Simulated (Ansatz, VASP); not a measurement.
# Two plane-wave programs on TiC

Contents of INCAR:

```
SYSTEM = TiC
PREC = Accurate ; ENCUT = 520
EDIFF = 1E-7 ; ISMEAR = 0
SIGMA = 0.15 ; LREAL = .FALSE.
LASPH = .TRUE. ; NELM = 60
ALGO = Normal ; ISIF = 2
LWAVE = .FALSE. ; LCHARG = .FALSE.
GGA = PE ; NBANDS = 15
```

KPOINTS

```
regular mesh
0
G
  18 18 18
  0 0 0
```

Contents of POSCAR:

```
TiC
1.0
    0.0000000000      2.0990800000      2.2289200000
    2.0990800000      0.0000000000      2.2289200000
    2.0990800000      2.0990800000      0.0000000000
Ti C
1 1
Direct
    0.0000000000      0.0000000000      0.0000000000
    0.5000000000      0.5000000000      0.5000000000
```

Input for Ansatz:

```yaml
crystal:
  lattice:
    - [0.0, 2.09908, 2.22892]
    - [2.09908, 0.0, 2.22892]
    - [2.09908, 2.09908, 0.0]
  atoms:
    - { symbol: Ti, position: [0.0, 0.0, 0.0] }
    - { symbol: C, position: [0.5, 0.5, 0.5] }
basis:
  ecutwfc: 420
kpoints:
  mp_grid: { grid: [18, 18, 18] }
hamiltonian:
  xc: pbe
scf:
  occupations: { method: gaussian, width: 0.15 }
output:
  forces: true
  stress: true
  eigenvalues: true
```

Change from the starting cell: strain -0.030 along x and y, +0.030 along z, atoms carried along.

Alike in both runs: task single point; functional PBE; k mesh 18 × 18 × 18; occupations gaussian, width 0.15 eV; no spin polarisation.

|  | VASP | Ansatz |
| --- | --- | --- |
| version | VASP 6.6.1 | Ansatz 0.2.0 |
| potentials or method | VASP PAW PBE potentials, release 64 (Ti_sv, C), cutoff 520 eV | scalar-relativistic, plane waves, PAW |
| valence electrons in the cell | 16 | 16 |

```csv
,VASP,Ansatz,Ansatz less VASP
gap on the k mesh at the Fermi level (eV),none,none,-
pressure (GPa),11.3,11.2,-0.16
"traceless stress, the component that is largest in VASP (GPa)",-16.94,-16.82,+0.111
```

A gap of «none» marks a metal or a gap that the smearing closes. The functional is the same, so the differences come from potentials, cutoffs and numerics.
